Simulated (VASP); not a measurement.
Write the native input for VASP 6.6.1 that does the following.

```yaml
Task: single point
Functional: r2SCAN
Dispersion: rVV10
Potentials_or_basis: VASP PAW PBE potentials, release 64 (Pb_d, Se)
Cutoff: 550 eV
k_mesh: 4 × 4 × 4
Occupations: gaussian, width 0.01 eV
Spin: no spin polarisation
Dipole_correction: no
Further_INCAR_settings: ALGO = Normal; EDIFF = 1e-06; NBANDS = 17
```

PbSe:

```
Pb Se
1.0
     0.00000    3.42320    3.42320
     3.42320    0.00000    3.42320
     3.42320    3.42320    0.00000
Pb Se
1 1
Direct
  0.00000 0.00000 0.00000
  0.25000 0.25000 0.25000
```

The input as run:

POSCAR

```
PbSe
1.0
    0.0000000000      3.4232041310      3.4232041310
    3.4232041310      0.0000000000      3.4232041310
    3.4232041310      3.4232041310      0.0000000000
Pb Se
1 1
Direct
    0.0000000000      0.0000000000      0.0000000000
    0.2500000000      0.2500000000      0.2500000000
```

INCAR.step1

```
SYSTEM = PbSe
ALGO = Normal ; EDIFF = 1E-5
ENCUT = 550 ; GGA = PE
GGA_COMPAT = .FALSE. ; ISMEAR = 0
LASPH = .TRUE. ; LCHARG = .FALSE.
LREAL = .FALSE. ; LWAVE = .TRUE.
NBANDS = 17 ; NELM = 120
PREC = Accurate ; SIGMA = 0.01
```

INCAR.step2

```
SYSTEM = PbSe
ALGO = Normal ; BPARAM = 11.95
CPARAM = 0.0093 ; EDIFF = 1E-6
ENCUT = 550 ; GGA_COMPAT = .FALSE.
ISIF = 2 ; ISMEAR = 0
ISTART = 1 ; IVDW_NL = 2
LASPH = .TRUE. ; LCHARG = .TRUE.
LELF = .TRUE. ; LMIXTAU = .TRUE.
LREAL = .FALSE. ; LUSE_VDW = .TRUE.
LVHAR = .TRUE. ; LWAVE = .FALSE.
METAGGA = R2SCAN ; NBANDS = 17
NELM = 120 ; PREC = Accurate
SIGMA = 0.01
```

KPOINTS

```
k-points
0
G
  4 4 4
  0 0 0
```

Potentials or basis: VASP PAW PBE potentials, release 64 (Pb_d, Se).

Run with:

```console
$ cat potpaw_PBE.64/Pb_d/POTCAR potpaw_PBE.64/Se/POTCAR > POTCAR
$ cp INCAR.step1 INCAR
$ mpirun -np 1 vasp_std > vasp.out
$ cp INCAR.step2 INCAR
$ mpirun -np 1 vasp_std > vasp.out
```

It gave:

| Property | Result |
| --- | --- |
| Pressure | -0.6 GPa |
| Band gap on the k mesh | 0.73 eV, indirect (least direct gap 1.29 eV) |

Caveat: the PAW data sets were made with another functional, which shifts forces and pressure a little; spin-orbit coupling is left out, which moves the levels of the heavy elements.

Wall time 2.7 min on 1 thread of AMD EPYC 7R43 64-Core Processor (Zen 3), on a shared host, peak memory 0.46 GiB.
